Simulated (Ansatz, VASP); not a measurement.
AgCl in VASP and in Ansatz

```
Ag Cl
1.0
     0.00000    2.68996    2.77315
     2.77315    0.00000    2.77315
     2.77315    2.68996    0.00000
Ag Cl
1 1
Direct
  0.50000 0.50000 0.50000
  0.00000 0.00000 0.00000
```

Change from the starting cell: strain -0.0300 x Voigt [0, 1, 0, 0, 0, 0], atoms carried along.

Alike in both runs: task single point; functional LDA; k mesh 8 × 8 × 8; occupations gaussian, width 0.05 eV; no spin polarisation.

```csv
,VASP,Ansatz
version,VASP 6.6.1,Ansatz 0.2.0
potentials or method,"VASP PAW LDA potentials, release 64 (Ag, Cl), cutoff 520 eV","scalar-relativistic, plane waves, PAW"
valence electrons in the cell,18,26
```

Ansatz gave:

- gap on the k mesh at the Fermi level (eV): 0.53
- least direct gap on the mesh (eV): 3.01
- pressure (GPa): -4.2
- traceless stress, the component that is largest in VASP (GPa): 0.30

Question: What did VASP give for the same quantities?

Answer: gap on the k mesh at the Fermi level (eV): 0.55; least direct gap on the mesh (eV): 3.04; pressure (GPa): -4.2; traceless stress, the component that is largest in VASP (GPa): 0.31.

LDA's correlation is that of Perdew and Zunger in VASP and of Perdew and Wang (1992) in Ansatz. VASP's potentials hold 18 valence electrons a cell and Ansatz's 26, so a difference there can come from the potentials and not from the codes.
